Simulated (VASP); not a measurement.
# BAs (I-4m2) in VASP: a series of runs, part 3 of 3

VASP 6.6.1. Earlier steps stand in the parts before.

### 5 Single point, PBE

This run uses another cell than the first one, of the same volume but with other edges.

File INCAR:

```
PREC = Accurate
ENCUT = 520
EDIFF = 1E-6
ISMEAR = 0
SIGMA = 0.05
LREAL = F
LASPH = T
NELM = 80
ALGO = Normal
ISIF = 2
LWAVE = F
LCHARG = F
GGA = PE
NBANDS = 11
```

File KPOINTS:

```
regular mesh
0
Gamma
  12 12 12
```

File POSCAR:

```
BAs
1.0
    0.0000000000      2.7756899293      1.8041984541
    2.7756899293      0.0000000000      1.8041984541
    2.7756899293      2.7756899293      0.0000000000
B As
1 1
Direct
    0.0000000000      0.0000000000      0.0000000000
    0.7500000000      0.7500000000      0.7500000000
```

Potentials or basis: VASP PAW PBE potentials, release 64 (B, As).

On the command line:

```bash
$ cat potpaw_PBE.64/B/POTCAR potpaw_PBE.64/As/POTCAR > POTCAR
$ mpirun -np 1 vasp_std > vasp.out
```

OUTCAR:

```text
PREC = Accurate
   ENCUT = 520
   EDIFF = 1E-6
   ISMEAR = 0
   LREAL = F
   LASPH = T
   NELM = 80
   ISIF = 2
   GGA = PE

 ion  position               nearest neighbor table
   1  0.000  0.000  0.000-   2 2.16   2 2.16   2 2.16   2 2.16
   2  0.750  0.750  0.750-   1 2.16   1 2.16   1 2.16   1 2.16

  LATTYP: Found a body centered tetragonal cell.
 ALAT       =     3.9254183430
 C/A-ratio  =     0.9192388156

  Lattice vectors:

 A1 = (   0.0000000000,  -2.7756899293,  -1.8041984541)
 A2 = (   0.0000000000,   2.7756899293,  -1.8041984541)
 A3 = (   2.7756899293,   0.0000000000,   1.8041984541)

Analysis of symmetry for initial positions (statically):
=====================================================================
 Subroutine PRICEL returns:
 Original cell was already a primitive cell.

 Routine SETGRP: Setting up the symmetry group for a
 body centered tetragonal supercell.

 Subroutine GETGRP returns: Found  8 space group operations
 (whereof  8 operations were pure point group operations)
 out of a pool of 16 trial point group operations.

The static configuration has the point symmetry D_2d.

Analysis of symmetry for dynamics (positions and initial velocities):
=====================================================================
 Subroutine PRICEL returns:
 Original cell was already a primitive cell.

 Routine SETGRP: Setting up the symmetry group for a
 body centered tetragonal supercell.

 Subroutine GETGRP returns: Found  8 space group operations
 (whereof  8 operations were pure point group operations)
 out of a pool of 16 trial point group operations.

The dynamic configuration has the point symmetry D_2d.

 Subroutine INISYM returns: Found  8 space group operations
 (whereof  8 operations are pure point group operations),
 and found     1 'primitive' translations

----------------------------------------------------------------------------------------

                                     Primitive cell

  volume of cell :      27.8007

  direct lattice vectors                    reciprocal lattice vectors
     0.000000000  2.775689929  1.804198454    -0.180135394  0.180135394  0.277131376
     2.775689929  0.000000000  1.804198454     0.180135394 -0.180135394  0.277131376
     2.775689929  2.775689929  0.000000000     0.180135394  0.180135394 -0.277131376

  length of vectors
     3.310526642  3.310526642  3.925418343     0.376429701  0.376429701  0.376429701

  position of ions in fractional coordinates (direct lattice)
     0.000000000  0.000000000  0.000000000
     0.750000000  0.750000000  0.750000000

  ion indices of the primitive-cell ions
   primitive index   ion index
                 1           1
                 2           2

----------------------------------------------------------------------------------------

 KPOINTS: regular mesh

Automatic generation of k-mesh.
 Grid dimensions read from file:
 generate k-points for:   12   12   12

 Generating k-lattice:

  Cartesian coordinates                     Fractional coordinates (reciprocal lattice)
    -0.015011283  0.015011283  0.023094281     0.083333333  0.000000000  0.000000000
[... 21 lines left out ...]
  0.416667  0.000000  0.000000      8.000000
[... 16 lines left out ...]
  0.500000  0.166667  0.000000      8.000000
 -0.416667  0.166667  0.000000      8.000000
 [... further k-points ...]
   k-points           NKPTS =    163   k-points in BZ     NKDIM =    163   number of bands    NBANDS=     11
   number of dos      NEDOS =    301   number of ions     NIONS =      2
   total plane-waves  NPLWV =  23520
   dimension x,y,z NGX =    28 NGY =   28 NGZ =   30
   dimension x,y,z NGXF=    56 NGYF=   56 NGZF=   60
   ions per type =               1   1
   NGX,Y,Z   is equivalent  to a cutoff of  14.06, 14.06, 12.71 a.u.
   NGXF,Y,Z  is equivalent  to a cutoff of  28.12, 28.12, 25.41 a.u.
 SYSTEM =  unknown system
   PREC   = accura    normal or accurate (medium, high low for compatibility)
   ISTART =      0    job   : 0-new  1-cont  2-samecut
   ICHARG =      2    charge: 1-file 2-atom 10-const
   ISPIN  =      1    spin polarized calculation?
   LNONCOLLINEAR =      F non collinear calculations
   LSORBIT =      F    spin-orbit coupling
   LASPH  =      T    aspherical Exc in radial PAW
   ENCUT  =  520.0 eV  38.22 Ry    6.18 a.u.   6.16  6.16  7.30*2*pi/ulx,y,z
   NELM   =     80;   NELMIN=  2; NELMDL= -5     # of ELM steps
   EDIFF  = 0.1E-05   stopping-criterion for ELM
   LREAL  =      F    real-space projection
   EDIFFG = 0.1E-04   stopping-criterion for IOM
   NSW    =      0    number of steps for IOM
   IBRION =     -1    ionic relax: 0-MD 1-quasi-New 2-CG
   NFREE  =      0    steps in history (QN), initial steepest desc. (CG)
   ISIF   =      2    stress and relaxation
   ISYM   =      2    0-nonsym 1-usesym 2-fastsym
   POTIM  = 0.5000    time-step for ionic-motion
   TEBEG  =    0.0;   TEEND  =   0.0 temperature during run
   PSTRESS=    0.0 pullay stress
   NELECT =       8.0000    total number of electrons
   NUPDOWN=      -1.0000    fix difference up-down
   EMIN   =  10.00;   EMAX   =-10.00  energy-range for DOS
   EFERMI =   0.00;   METHOD = LEGACY
   ISMEAR =     0;   SIGMA  =   0.05  broadening in eV -4-tet -1-fermi 0-gaus
   EFERMI_NEDOS =   21; number of points for ismear=-14 and -15
   IALGO  =     38    algorithm
   IMIX   =      4    mixing-type and parameters
     AMIX     =   0.40;   BMIX     =  1.00
     AMIX_MAG =   1.60;   BMIX_MAG =  1.00
  volume/ion in A,a.u.               =      13.90        93.80
  Fermi-wavevector in a.u.,A,eV,Ry     =   1.080818  2.042451 15.893898  1.168169
  Thomas-Fermi vector in A             =   2.216819
   LORBIT       =      0    0 simple, 1 ext, 2 COOP (PROOUT), +10 PAW based schemes
   GGA     = PE    functional components
   LHFCALC =     F    Hartree Fock is set to
   AEXX    =    0.0000 exact exchange contribution
   IVDW    =     0    specifies the selected vdW correction
   LEPSILON=     F    determine dielectric tensor
   LRPA    =     F    only Hartree local field effects (RPA)
 non-spin polarized calculation
 Gauss-broadening in eV      SIGMA  =   0.05
  energy-cutoff  :      520.00
  volume of cell :       27.80
 maximum number of plane-waves:       775
 NGX is ok and might be reduce to    28

 number of electron       7.9999999 magnetization

 Free energy of the ion-electron system (eV)
  ---------------------------------------------------
  ext. energy  EPLUGINS =         0.00000000
  ---------------------------------------------------
  free energy    TOTEN  =       -10.26257224 eV

  energy without entropy =      -10.26199037  energy(sigma->0) =      -10.26228130

 E-fermi :   5.8283     XC(G=0): -10.7128

 val. band max:        5.8012555288   @ k =   0.2500   0.0000   0.2500
 cond. band min:       5.8287096597   @ k =  -0.4167   0.4167   0.1667
 fundamental gap:      0.0274541309
 Fermi energy:         5.8282534487

 k-point     1 :       0.0000    0.0000    0.0000
  band No.  band energies     occupation
      1      -9.1237      2.00000
      2       4.9670      2.00000
      3       4.9670      2.00000
      4       8.0395      0.00000
      5       8.7043      0.00000
      6       8.8828      0.00000
      7      11.3789      0.00000
      8      11.3789      0.00000
      9      13.9771      0.00000
     10      16.4469      0.00000
     11      17.6903      0.00000
[... 309 lines left out ...]
 k-point    24 :      -0.4167    0.1667    0.0000
  band No.  band energies     occupation
      1      -6.0347      2.00000
      2      -1.3143      2.00000
      3       1.8486      2.00000
      4       3.4491      2.00000
      5       7.3443      0.00000
      6      10.8937      0.00000
      7      11.3717      0.00000
      8      13.9108      0.00000
      9      17.9871      0.00000
     10      19.5258      0.00000
     11      20.4773      0.00000

 [... further k-points ...]

------------------------ aborting loop because EDIFF is reached ----------------------------------------

  FORCE on cell =-STRESS in cart. coord.  units (eV):
  Direction    XX          YY          ZZ          XY          YZ          ZX
  --------------------------------------------------------------------------------------
  -------------------------------------------------------------------------------------
  Total       -2.5098108     -2.5098108      2.6465429      0.0000000      0.0000000     -0.0000000
  in kB     -144.6423175   -144.6423175    152.5222933      0.0000000      0.0000000     -0.0000000
  external PRESSURE =     -45.5874472 kB  Pullay stress =       0.0000000 kB

 VOLUME and BASIS-vectors are now :
 -----------------------------------------------------------------------------
  energy-cutoff  :      520.00
  volume of cell :       27.80
      direct lattice vectors                 reciprocal lattice vectors
     0.000000000  2.775689929  1.804198454    -0.180135394  0.180135394  0.277131376
     2.775689929  0.000000000  1.804198454     0.180135394 -0.180135394  0.277131376
     2.775689929  2.775689929  0.000000000     0.180135394  0.180135394 -0.277131376

 POSITION                                       TOTAL-FORCE (eV/Angst)
 -----------------------------------------------------------------------------------
      0.00000      0.00000      0.00000         0.000000      0.000000      0.000000
      4.16353      4.16353      2.70630        -0.000000     -0.000000     -0.000000
 -----------------------------------------------------------------------------------
    total drift:                               -0.000000     -0.000000      0.000000

  FREE ENERGIE OF THE ION-ELECTRON SYSTEM (eV)
  ---------------------------------------------------
  free  energy   TOTEN  =       -10.2625722424 eV

  energy  without entropy=      -10.2619903654  energy(sigma->0) =      -10.26228130
```

Run time: 20 s. Hardware: 1 thread of Intel Xeon 6975P-C (Granite Rapids), shared host; peak memory 0.19 GiB.

What came out:

| Quantity | Value |
| --- | --- |
| Free energy | -10.2626 eV |
| Pressure | -4.6 GPa |
| Band gap on the k mesh | zero (band 4 reaches 8.04 eV, above the bottom of band 5 at 4.09 eV) |

Levels at points of the mesh, in eV from the Fermi level:
```csv
k point,band 1,band 2,band 3,band 4,band 5,band 6,band 7,band 8,band 9
"(0.00, 0.00, 0.00)",-14.95,-0.86,-0.86,2.21,2.88,3.05,5.55,5.55,8.15
"(0.50, 0.00, 0.00)",-11.77,-8.15,-3.09,-0.63,0.03,3.39,6.18,9.74,12.15
"(0.50, 0.50, 0.00)",-9.35,-5.78,-5.78,-5.72,-0.49,-0.27,11.18,11.18,13.37
"(0.50, 0.00, 0.50)",-11.82,-9.13,-1.71,-1.34,3.95,4.33,6.68,7.77,8.89
```

### 6 Single point, PBE

This run uses another cell than the first one, of the same volume but with other edges.

File INCAR:

```
SYSTEM = BAs
PREC = Accurate ; ENCUT = 520
EDIFF = 1E-6 ; ISMEAR = 0
SIGMA = 0.05 ; LREAL = .False.
LASPH = .True. ; NELM = 80
ALGO = Normal ; ISIF = 2
LWAVE = .False. ; LCHARG = .False.
GGA = PE ; NBANDS = 11
```

File KPOINTS:

```
regular mesh
0
Gamma
  12 12 12
  0 0 0
```

File POSCAR:

```
BAs
1.0
    0.0000000000      2.1004466195      3.1506699293
    2.1004466195      0.0000000000      3.1506699293
    2.1004466195      2.1004466195      0.0000000000
B As
1 1
Direct
    0.0000000000      0.0000000000      0.0000000000
    0.7500000000      0.7500000000      0.7500000000
```

Potentials or basis: VASP PAW PBE potentials, release 64 (B, As).

On the command line:

```bash
$ cat potpaw_PBE.64/B/POTCAR potpaw_PBE.64/As/POTCAR > POTCAR
$ mpirun -np 1 vasp_std > vasp.out
```

OUTCAR:

```text
SYSTEM = BAs
   PREC = Accurate
   ENCUT = 520
   EDIFF = 1E-6
   ISMEAR = 0
   LREAL = .False.
   LASPH = .True.
   NELM = 80
   ISIF = 2
   GGA = PE

 ion  position               nearest neighbor table
   1  0.000  0.000  0.000-   2 2.17   2 2.17   2 2.17   2 2.17
   2  0.750  0.750  0.750-   1 2.17   1 2.17   1 2.17   1 2.17

  LATTYP: Found a body centered tetragonal cell.
 ALAT       =     2.9704800963
 C/A-ratio  =     2.1213203436

  Lattice vectors:

 A1 = (  -2.1004466195,   0.0000000000,   3.1506699293)
 A2 = (   2.1004466195,   0.0000000000,   3.1506699293)
 A3 = (   0.0000000000,   2.1004466195,  -3.1506699293)

Analysis of symmetry for initial positions (statically):
=====================================================================
 Subroutine PRICEL returns:
 Original cell was already a primitive cell.

 Routine SETGRP: Setting up the symmetry group for a
 body centered tetragonal supercell.

 Subroutine GETGRP returns: Found  8 space group operations
 (whereof  8 operations were pure point group operations)
 out of a pool of 16 trial point group operations.

The static configuration has the point symmetry D_2d.

Analysis of symmetry for dynamics (positions and initial velocities):
[... 173 lines left out ...]
      6       9.3988      0.00000
      7       9.3988      0.00000
      8      11.4697      0.00000
      9      15.4097      0.00000
     10      16.2799      0.00000
     11      16.3179      0.00000
[... 309 lines left out ...]
 k-point    24 :      -0.4167    0.1667    0.0000
  band No.  band energies     occupation
      1      -6.0603      2.00000
      2      -2.3209      2.00000
      3       0.1933      2.00000
      4       6.9806      0.00000
      5       7.4847      0.00000
      6      12.6085      0.00000
      7      13.1458      0.00000
      8      13.4348      0.00000
      9      18.2754      0.00000
     10      19.0335      0.00000
     11      19.7305      0.00000

 [... further k-points ...]

------------------------ aborting loop because EDIFF is reached ----------------------------------------

  FORCE on cell =-STRESS in cart. coord.  units (eV):
  Direction    XX          YY          ZZ          XY          YZ          ZX
  --------------------------------------------------------------------------------------
  -------------------------------------------------------------------------------------
  Total        3.8368284      3.8368284     -6.5197255      0.0000000      0.0000000      0.0000000
  in kB      221.1193521    221.1193521   -375.7367650      0.0000000      0.0000000      0.0000000
  external PRESSURE =      22.1673130 kB  Pullay stress =       0.0000000 kB

 VOLUME and BASIS-vectors are now :
 -----------------------------------------------------------------------------
  energy-cutoff  :      520.00
  volume of cell :       27.80
      direct lattice vectors                 reciprocal lattice vectors
     0.000000000  2.100446620  3.150669929    -0.238044612  0.238044612  0.158696408
     2.100446620  0.000000000  3.150669929     0.238044612 -0.238044612  0.158696408
     2.100446620  2.100446620  0.000000000     0.238044612  0.238044612 -0.158696408

 POSITION                                       TOTAL-FORCE (eV/Angst)
 -----------------------------------------------------------------------------------
      0.00000      0.00000      0.00000         0.000000      0.000000     -0.000000
      3.15067      3.15067      4.72600        -0.000000     -0.000000      0.000000
 -----------------------------------------------------------------------------------
    total drift:                               -0.000000     -0.000000      0.000000

  FREE ENERGIE OF THE ION-ELECTRON SYSTEM (eV)
  ---------------------------------------------------
  free  energy   TOTEN  =        -9.3154346814 eV

  energy  without entropy=       -9.3143069577  energy(sigma->0) =       -9.31487082
```

It took 15 s on 1 thread of Intel Xeon 6975P-C (Granite Rapids), shared host; peak memory 0.18 GiB.

Results:

```
Free energy            : -9.3154 eV
Pressure               : 2.2 GPa
Band gap on the k mesh : zero (band 4 reaches 7.91 eV, above the bottom of band 5 at 5.61 eV)
```

Stress tensor (GPa, compression positive):
```
 22.11   0.00   0.00
  0.00  22.11   0.00
  0.00   0.00 -37.57
```

Levels at points of the mesh, in eV from the Fermi level:
| k point | band 2 | band 3 | band 4 | band 5 | band 6 | band 7 |
| --- | --- | --- | --- | --- | --- | --- |
| (0.00, 0.00, 0.00) | -4.04 | 0.11 | 1.46 | 1.46 | 2.95 | 2.95 |
| (0.50, 0.00, 0.00) | -8.93 | -4.56 | -1.47 | 0.94 | 5.96 | 6.77 |
| (0.50, 0.50, 0.00) | -10.49 | -1.31 | -1.31 | 4.31 | 4.78 | 8.31 |
| (0.50, 0.00, 0.50) | -7.57 | -5.37 | -4.52 | -0.31 | -0.01 | 5.71 |

### 7 Single point, PBE

This run uses another cell than the first one, of the same volume but with other edges.

File INCAR:

```
  PREC = Accurate
  ENCUT = 520
  EDIFF = 1E-6
  ISMEAR = 0
  SIGMA = 0.05
  LREAL = F
  LASPH = T
  NELM = 100
  ALGO = Normal
  ISIF = 2
  LWAVE = F
  LCHARG = F
  GGA = PE
  NBANDS = 11
```

File KPOINTS:

```
regular mesh
0
Gamma
  12 12 12
```

File POSCAR:

```
BAs
1.0
    0.0000000000      2.4373523937      2.3398582980
    2.4373523937      0.0000000000      2.3398582980
    2.4373523937      2.4373523937      0.0000000000
B As
1 1
Direct
    0.0000000000      0.0000000000      0.0000000000
    0.7500000000      0.7500000000      0.7500000000
```

On the command line:

```bash
$ cat potpaw_PBE.64/B/POTCAR potpaw_PBE.64/As/POTCAR > POTCAR
$ mpirun -np 1 vasp_std > vasp.out
```

Wall time 19 s (1 thread of Intel Xeon 6975P-C (Granite Rapids), shared host); peak memory 0.19 GiB.

Results (log left out):

```yaml
Free_energy: -11.3950 eV
Pressure: 0.6 GPa
Band_gap_on_the_k_mesh: 0.61 eV, indirect (least direct gap 2.84 eV)
```

Stress tensor (GPa, compression positive):
```
-1.97  0.00  0.00
 0.00 -1.97  0.00
 0.00  0.00  5.79
```

Levels at points of the mesh, in eV from the valence-band top:
| k point | band 2 | band 3 | band 4 | band 5 | band 6 | band 7 |
| --- | --- | --- | --- | --- | --- | --- |
| (0.00, 0.00, 0.00) | -0.37 | -0.37 | 0.00 | 2.84 | 3.10 | 3.10 |
| (0.50, 0.00, 0.00) | -8.89 | -2.26 | -1.81 | 2.25 | 4.35 | 4.76 |
| (0.50, 0.50, 0.00) | -8.45 | -4.49 | -4.49 | 0.88 | 0.90 | 10.95 |
| (0.50, 0.00, 0.50) | -8.77 | -4.14 | -4.08 | 1.37 | 1.38 | 10.58 |

 A k mesh can miss the band edges.

### 8 Overview

| cell | gap on the mesh (eV) | pressure (GPa) |
| --- | --- | --- |
| a = 3.613, b = 3.613, c = 3.116 Å, angles 64.5, 64.5, 51.1°, 2 atoms | none | 1.4 |
| a = 3.359, b = 3.359, c = 3.496 Å, angles 58.6, 58.6, 62.7°, 2 atoms | 0.02 | 0.6 |
| a = 3.463, b = 3.463, c = 3.294 Å, angles 61.6, 61.6, 56.8°, 2 atoms | 0.49 | 0.6 |
| a = 3.311, b = 3.311, c = 3.925 Å, angles 53.6, 53.6, 72.7°, 2 atoms | none | -4.6 |
| a = 3.787, b = 3.787, c = 2.970 Å, angles 66.9, 66.9, 46.2°, 2 atoms | none | 2.2 |
| a = 3.379, b = 3.379, c = 3.447 Å, angles 59.3, 59.3, 61.3°, 2 atoms | 0.61 | 0.6 |

Alike in all rows: task single point; level PBE; potentials or basis VASP PAW PBE potentials, release 64 (B, As); no spin polarisation; k mesh 12 × 12 × 12; cutoff (eV) 520; smearing gaussian 0.05 eV.

Absolute energies hang on the potentials; compare differences alone.
